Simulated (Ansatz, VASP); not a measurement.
CuO: VASP beside Ansatz

File INCAR:

```
SYSTEM = CuO
PREC = Accurate ; ENCUT = 600
EDIFF = 1E-6 ; ISMEAR = -1
SIGMA = 0.05 ; LREAL = .False.
LASPH = .True. ; NELM = 100
ALGO = Normal ; ISIF = 3
LWAVE = .False. ; LCHARG = .False.
GGA = RP ; IVDW = 12
IBRION = 2 ; NSW = 60
EDIFFG = -0.01
```

Contents of KPOINTS:

```
regular mesh
0
Gamma
  11 11 10
  0 0 0
```

File POSCAR:

```
CuO
1.0
    2.8363251100      0.0000000000      0.0000000000
   -1.4181625500      2.4563296000      0.0000000000
    0.0000000000      0.0000000000      2.7681127800
Cu O
1 1
Direct
    0.0000000000      0.0000000000      0.0000000000
    0.6666666667      0.3333333333      0.5000000000
```

The input input.yaml:

```yaml
crystal:
  lattice:
    - [2.83632511, 0.0, 0.0]
    - [-1.41816255, 2.4563296, 0.0]
    - [0.0, 0.0, 2.76811278]
  atoms:
    - { symbol: Cu, position: [0.0, 0.0, 0.0] }
    - { symbol: O, position: [0.6666666667, 0.3333333333, 0.5] }
hamiltonian:
  xc: rpbe
  pseudopotentials: { kind: paw }
  dispersion: d3bj
kpoints:
  mp_grid: { grid: [11, 11, 10] }
scf:
  occupations: { method: fermi_dirac, width: 0.05 }
output:
  forces: true
  stress: true
  eigenvalues: true
  write_density: true
  write_potential: true
  elf: true
  volumetric_format: npy
relax:
  f_tol: 0.01
  max_steps: 40
  cell: { stress_tol: 0.05 }
```

Alike in both runs: task relaxation of cell and atoms; functional RPBE; dispersion D3(BJ); k mesh 11 × 11 × 10; occupations fermi-dirac, width 0.05 eV; no spin polarisation.

```csv
,VASP,Ansatz
version,VASP 6.6.1,Ansatz 0.2.0
potentials or method,"VASP PAW PBE potentials, release 64 (Cu, O)",Ansatz PAW
plane-wave cutoff (eV),600,420
valence electrons in the cell,17,25
```

```csv
,VASP,Ansatz,Ansatz less VASP
"gap on the k mesh at the Fermi level, each at its own relaxed structure (eV)",none,none,-
relaxed volume (Å³/atom),8.73,8.71,-0.015
relaxed length of the cell vector where the two differ most in proportion (Å),2.652,2.650,-0.0017
```

VASP's potentials were made for PBE, not for RPBE. A gap of «none» marks a metal or a gap that the smearing closes. VASP's potentials hold 17 valence electrons a cell and Ansatz's 25, so a difference there can come from the potentials and not from the codes.

Noted on Ansatz's run: the plane-wave basis is chosen anew once the cell has moved, so the energies of steps on either side of that aren't comparable.
